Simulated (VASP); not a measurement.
# AgCl (Fm-3m) in VASP: further runs

The runs below take AgCl through single point, with LDA.

Program: VASP 6.6.1. These are calculated values, not measurements. Logs are shortened: lines on timing, memory, paths and dates and some standing lists are left out, and cuts for length are marked.

## Step 1: The cell of the first run

It takes space group Fm-3m (No. 225, cubic). Conventional cell: a = 5.471 Å, b = 5.471 Å, c = 5.471 Å, α = 90.00°, β = 90.00°, γ = 90.00°. Ag (site symmetry m-3m) has 6 Cl at 2.74 Å within 3.6 Å. Within 3.6 Å of Cl (site symmetry m-3m) lie 6 Ag at 2.74 Å.

## Step 2: Single point, LDA (volume scaled by 0.96)

Contents of INCAR:

```
PREC = Accurate
ENCUT = 520
EDIFF = 1E-6
ISMEAR = -1
SIGMA = 0.02
LREAL = False
LASPH = True
NELM = 100
ALGO = Normal
ISIF = 2
LWAVE = False
LCHARG = True
GGA = CA
LELF = True
LVHAR = True
NBANDS = 16
```

Contents of KPOINTS:

```
regular mesh
0
Gamma
  8 8 8
```

Contents of POSCAR:

```
AgCl
1.0
    0.0000000000      2.7356704056      2.7356704056
    2.7356704056      0.0000000000      2.7356704056
    2.7356704056      2.7356704056      0.0000000000
Ag Cl
1 1
Direct
    0.5000000000      0.5000000000      0.5000000000
    0.0000000000      0.0000000000      0.0000000000
```

Potentials or basis: VASP PAW LDA potentials, release 64 (Ag, Cl).

Run with:

```
$ cat potpaw_LDA.64/Ag/POTCAR potpaw_LDA.64/Cl/POTCAR > POTCAR
$ mpirun -np 1 vasp_std > vasp.out
```

OUTCAR:

```text
PREC = Accurate
   ENCUT = 520
   EDIFF = 1E-6
   ISMEAR = -1
   LREAL = False
   LASPH = True
   NELM = 100
   ISIF = 2
   GGA = CA

 ion  position               nearest neighbor table
   1  0.500  0.500  0.500-   2 2.74   2 2.74   2 2.74   2 2.74   2 2.74   2 2.74
   2  0.000  0.000  0.000-   1 2.74   1 2.74   1 2.74   1 2.74   1 2.74   1 2.74

  LATTYP: Found a face centered cubic cell.
 ALAT       =     5.4713408112

  Lattice vectors:

 A1 = (   0.0000000000,   2.7356704056,   2.7356704056)
 A2 = (   2.7356704056,   0.0000000000,   2.7356704056)
 A3 = (   2.7356704056,   2.7356704056,   0.0000000000)

Analysis of symmetry for initial positions (statically):
[... 33 lines left out ...]
                                     Primitive cell

  volume of cell :      40.9469

  direct lattice vectors                    reciprocal lattice vectors
     0.000000000  2.735670406  2.735670406    -0.182770556  0.182770556  0.182770556
     2.735670406  0.000000000  2.735670406     0.182770556 -0.182770556  0.182770556
     2.735670406  2.735670406  0.000000000     0.182770556  0.182770556 -0.182770556

  length of vectors
     3.868822190  3.868822190  3.868822190     0.316567888  0.316567888  0.316567888

  position of ions in fractional coordinates (direct lattice)
     0.500000000  0.500000000  0.500000000
     0.000000000  0.000000000  0.000000000

  ion indices of the primitive-cell ions
   primitive index   ion index
                 1           1
                 2           2

----------------------------------------------------------------------------------------

 KPOINTS: regular mesh

Automatic generation of k-mesh.
 Grid dimensions read from file:
 generate k-points for:    8    8    8

 Generating k-lattice:

  Cartesian coordinates                     Fractional coordinates (reciprocal lattice)
    -0.022846319  0.022846319  0.022846319     0.125000000  0.000000000  0.000000000
     0.022846319 -0.022846319  0.022846319     0.000000000  0.125000000  0.000000000
     0.022846319  0.022846319 -0.022846319     0.000000000  0.000000000  0.125000000

  Length of vectors
     0.039570986  0.039570986  0.039570986

  Shift w.r.t. Gamma in fractional coordinates (k-lattice)
     0.000000000  0.000000000  0.000000000

 Subroutine IBZKPT returns following result:
 ===========================================
[... 42 lines left out ...]
   ISPIN  =      1    spin polarized calculation?
   LNONCOLLINEAR =      F non collinear calculations
   LSORBIT =      F    spin-orbit coupling
   LASPH  =      T    aspherical Exc in radial PAW
   ENCUT  =  520.0 eV  38.22 Ry    6.18 a.u.   7.19  7.19  7.19*2*pi/ulx,y,z
   NELM   =    100;   NELMIN=  2; NELMDL= -5     # of ELM steps
   EDIFF  = 0.1E-05   stopping-criterion for ELM
   LREAL  =      F    real-space projection
   EDIFFG = 0.1E-04   stopping-criterion for IOM
   NSW    =      0    number of steps for IOM
   IBRION =     -1    ionic relax: 0-MD 1-quasi-New 2-CG
   NFREE  =      0    steps in history (QN), initial steepest desc. (CG)
   ISIF   =      2    stress and relaxation
   ISYM   =      2    0-nonsym 1-usesym 2-fastsym
   POTIM  = 0.5000    time-step for ionic-motion
   TEBEG  =    0.0;   TEEND  =   0.0 temperature during run
   PSTRESS=    0.0 pullay stress
   NELECT =      18.0000    total number of electrons
   NUPDOWN=      -1.0000    fix difference up-down
   EMIN   =  10.00;   EMAX   =-10.00  energy-range for DOS
   EFERMI =   0.00;   METHOD = LEGACY
   ISMEAR =    -1;   SIGMA  =   0.02  broadening in eV -4-tet -1-fermi 0-gaus
   EFERMI_NEDOS =   21; number of points for ismear=-14 and -15
   IALGO  =     38    algorithm
   IMIX   =      4    mixing-type and parameters
     AMIX     =   0.40;   BMIX     =  1.00
     AMIX_MAG =   1.60;   BMIX_MAG =  1.00
  volume/ion in A,a.u.               =      20.47       138.16
  Fermi-wavevector in a.u.,A,eV,Ry     =   1.244778  2.352289 21.081849  1.549472
  Thomas-Fermi vector in A             =   2.379030
   LORBIT       =      0    0 simple, 1 ext, 2 COOP (PROOUT), +10 PAW based schemes
   GGA     = CA    functional components
   LHFCALC =     F    Hartree Fock is set to
   AEXX    =    0.0000 exact exchange contribution
   IVDW    =     0    specifies the selected vdW correction
   LEPSILON=     F    determine dielectric tensor
   LRPA    =     F    only Hartree local field effects (RPA)
 non-spin polarized calculation
  energy-cutoff  :      520.00
  volume of cell :       40.95
 maximum number of plane-waves:      1124
 NGX is ok and might be reduce to    30
   NGX = 15   NGY = 15   NGZ = 15

 number of electron      18.0000002 magnetization

 Free energy of the ion-electron system (eV)
  ---------------------------------------------------
  ext. energy  EPLUGINS =         0.00000000
  ---------------------------------------------------
  free energy    TOTEN  =        -6.76169557 eV

  energy without entropy =       -6.76169557  energy(sigma->0) =       -6.76169557

 E-fermi :   4.4578     XC(G=0): -10.6463

 val. band max:        4.1131887518   @ k =   0.5000   0.0000   0.0000
 cond. band min:       4.7536183216   @ k =   0.0000   0.0000   0.0000
 fundamental gap:      0.6404295698
 Fermi energy:         4.4577504175

 k-point     1 :       0.0000    0.0000    0.0000
  band No.  band energies     occupation
      1     -11.2159      2.00000
      2       1.4171      2.00000
      3       1.4171      2.00000
      4       1.4171      2.00000
      5       1.4583      2.00000
      6       1.4583      2.00000
[... 433 lines left out ...]
      3      -0.3059      2.00000
      4      -0.2455      2.00000
      5       1.7627      2.00000
      6       1.8384      2.00000
[... 8 lines left out ...]
     15      17.5765      0.00000
     16      19.0954      0.00000

 [... further k-points ...]

------------------------ aborting loop because EDIFF is reached ----------------------------------------

  FORCE on cell =-STRESS in cart. coord.  units (eV):
  Direction    XX          YY          ZZ          XY          YZ          ZX
  --------------------------------------------------------------------------------------
  -------------------------------------------------------------------------------------
  Total       -0.9697840     -0.9697840     -0.9697840     -0.0000000      0.0000000     -0.0000000
  in kB      -37.9458488    -37.9458488    -37.9458488     -0.0000000      0.0000000     -0.0000000
  external PRESSURE =     -37.9458488 kB  Pullay stress =       0.0000000 kB

 VOLUME and BASIS-vectors are now :
 -----------------------------------------------------------------------------
  energy-cutoff  :      520.00
  volume of cell :       40.95
      direct lattice vectors                 reciprocal lattice vectors
     0.000000000  2.735670406  2.735670406    -0.182770556  0.182770556  0.182770556
     2.735670406  0.000000000  2.735670406     0.182770556 -0.182770556  0.182770556
     2.735670406  2.735670406  0.000000000     0.182770556  0.182770556 -0.182770556

 POSITION                                       TOTAL-FORCE (eV/Angst)
 -----------------------------------------------------------------------------------
      2.73567      2.73567      2.73567        -0.000000     -0.000000     -0.000000
      0.00000      0.00000      0.00000         0.000000      0.000000      0.000000
 -----------------------------------------------------------------------------------
    total drift:                                0.000000      0.000000      0.000000

  FREE ENERGIE OF THE ION-ELECTRON SYSTEM (eV)
  ---------------------------------------------------
  free  energy   TOTEN  =        -6.7616955685 eV

  energy  without entropy=       -6.7616955675  energy(sigma->0) =       -6.76169557
```

OSZICAR:

```text
N       E                     dE             d eps       ncg     rms          rms(c)
DAV:   1     0.897205413050E+02    0.89721E+02   -0.87583E+03   936   0.102E+03
DAV:   2    -0.401490803793E+01   -0.93735E+02   -0.86417E+02  1120   0.219E+02
DAV:   3    -0.690641488722E+01   -0.28915E+01   -0.28828E+01  1136   0.387E+01
DAV:   4    -0.692038848971E+01   -0.13974E-01   -0.13972E-01  1192   0.313E+00
DAV:   5    -0.692052935122E+01   -0.14086E-03   -0.14086E-03  1136   0.314E-01    0.712E+00
DAV:   6    -0.677084723726E+01    0.14968E+00   -0.23843E-01  1216   0.668E+00    0.468E+00
DAV:   7    -0.676429848241E+01    0.65488E-02   -0.61614E-02  1136   0.166E+00    0.202E+00
DAV:   8    -0.676177724078E+01    0.25212E-02   -0.37988E-03  1008   0.566E-01    0.249E-01
DAV:   9    -0.676168839833E+01    0.88842E-04   -0.27534E-04  1264   0.226E-01    0.367E-02
DAV:  10    -0.676169548526E+01   -0.70869E-05   -0.19772E-05  1080   0.409E-02    0.104E-02
DAV:  11    -0.676169556854E+01   -0.83277E-07   -0.41823E-07   680   0.575E-03
   1 F= -.67616956E+01 E0= -.67616956E+01  d E =-.998327E-09
```

Run time: 28 s. Hardware: 1 thread of Intel Xeon 8259CL, shared host; peak memory 0.16 GiB.

What came out:

- Free energy: -6.7617 eV
- Pressure: -3.8 GPa
- Band gap on the k mesh: 0.64 eV, indirect (least direct gap 3.11 eV)

Levels at points of the mesh, in eV from the valence-band top:
| k point | band 7 | band 8 | band 9 | band 10 | band 11 | band 12 |
| --- | --- | --- | --- | --- | --- | --- |
| (0.00, 0.00, 0.00) | -2.47 | -2.47 | -2.47 | 0.64 | 10.73 | 10.73 |
| (0.50, 0.00, 0.00) | -1.93 | 0.00 | 0.00 | 3.86 | 6.57 | 7.38 |
| (0.50, 0.50, 0.00) | -2.14 | -2.14 | -2.03 | 2.05 | 7.80 | 8.52 |

 A k mesh can miss the band edges.

## Step 3: Single point, LDA (volume scaled by 0.98)

Contents of INCAR:

```
PREC     = Accurate       # precision mode
ENCUT    = 520            # plane-wave cutoff, eV
EDIFF    = 1E-7           # SCF threshold, eV
ISMEAR   = -1             # smearing method
SIGMA    = 0.02           # smearing width, eV
LREAL    = False          # projectors in reciprocal space
LASPH    = True           # aspherical terms in the spheres
NELM     = 60             # most SCF steps
ALGO     = Normal         # electronic algorithm
ISIF     = 2              # what is computed and relaxed
LWAVE    = False          # write WAVECAR
LCHARG   = True           # write CHGCAR
GGA      = CA             # functional
LELF     = True           # ELF
LVHAR    = True         
NBANDS   = 16             # bands
```

Contents of KPOINTS:

```
Automatic mesh
0
Gamma
  8 8 8
```

Contents of POSCAR:

```
AgCl
1.0
    0.0000000000      2.7545376942      2.7545376942
    2.7545376942      0.0000000000      2.7545376942
    2.7545376942      2.7545376942      0.0000000000
Ag Cl
1 1
Direct
    0.5000000000      0.5000000000      0.5000000000
    0.0000000000      0.0000000000      0.0000000000
```

Potentials or basis: VASP PAW LDA potentials, release 64 (Ag, Cl).

Run with:

```
$ cat potpaw_LDA.64/Ag/POTCAR potpaw_LDA.64/Cl/POTCAR > POTCAR
$ mpirun -np 1 vasp_std > vasp.out
```

Run time: 30 s. Hardware: 1 thread of Intel Xeon 8259CL, shared host; peak memory 0.16 GiB.

Results (log left out):

| Item | Value |
| --- | --- |
| Free energy | -6.7392 eV |
| Pressure | -4.7 GPa |
| Band gap on the k mesh | 0.64 eV, indirect (least direct gap 3.03 eV) |

Levels at points of the mesh, in eV from the valence-band top:
```
           k point  band 7  band 8  band 9  band 10  band 11  band 12
(0.00, 0.00, 0.00)   -2.39   -2.39   -2.39     0.64    10.74    10.74
(0.50, 0.00, 0.00)   -1.87    0.00    0.00     3.91     6.45     7.41
(0.50, 0.50, 0.00)   -2.08   -2.08   -1.98     2.09     7.82     8.45
```

 A k mesh can miss the band edges.

## Step 4: Single point, LDA (volume scaled by 0.99)

Contents of INCAR:

```
PREC = Accurate ; ENCUT = 520
EDIFF = 1E-6 ; ISMEAR = -1
SIGMA = 0.02 ; LREAL = F
LASPH = T ; NELM = 80
ALGO = Normal ; ISIF = 2
LWAVE = F ; LCHARG = F
NBANDS = 16
```

KPOINTS is that of step 3.

Contents of POSCAR:

```
AgCl
1.0
    0.0000000000      2.7638751816      2.7638751816
    2.7638751816      0.0000000000      2.7638751816
    2.7638751816      2.7638751816      0.0000000000
Ag Cl
1 1
Direct
    0.5000000000      0.5000000000      0.5000000000
    0.0000000000      0.0000000000      0.0000000000
```

Run with:

```
$ cat potpaw_LDA.64/Ag/POTCAR potpaw_LDA.64/Cl/POTCAR > POTCAR
$ mpirun -np 1 vasp_std > vasp.out
```

Run time: 27 s. Hardware: 1 thread of Intel Xeon 8259CL, shared host; peak memory 0.16 GiB.

The run converged. Its results:

```yaml
Free_energy: -6.7262 eV
Pressure: -5.2 GPa
Band_gap_on_the_k_mesh: 0.64 eV, indirect (least direct gap 2.99 eV)
```

Levels at points of the mesh, in eV from the valence-band top:
```
           k point  band 7  band 8  band 9  band 10  band 11  band 12
(0.00, 0.00, 0.00)   -2.34   -2.34   -2.34     0.64    10.74    10.74
(0.50, 0.00, 0.00)   -1.85    0.00    0.00     3.94     6.39     7.43
(0.50, 0.50, 0.00)   -2.05   -2.05   -1.96     2.11     7.83     8.42
```

 A k mesh can miss the band edges.

## Step 5: Overview

| cell | gap on the mesh (eV) | pressure (GPa) |
| --- | --- | --- |
| a = 3.869 Å, angles 60.0°, 2 atoms | 0.64 | -3.8 |
| a = 3.896 Å, angles 60.0°, 2 atoms | 0.64 | -4.7 |
| a = 3.909 Å, angles 60.0°, 2 atoms | 0.64 | -5.2 |

Alike in all rows: task single point; level LDA; potentials or basis VASP PAW LDA potentials, release 64 (Ag, Cl); no spin polarisation; k mesh 8 × 8 × 8; cutoff (eV) 520; smearing fermi-dirac 0.02 eV.

Total energies depend on the potentials used, so only differences within one code and one set of settings carry meaning.
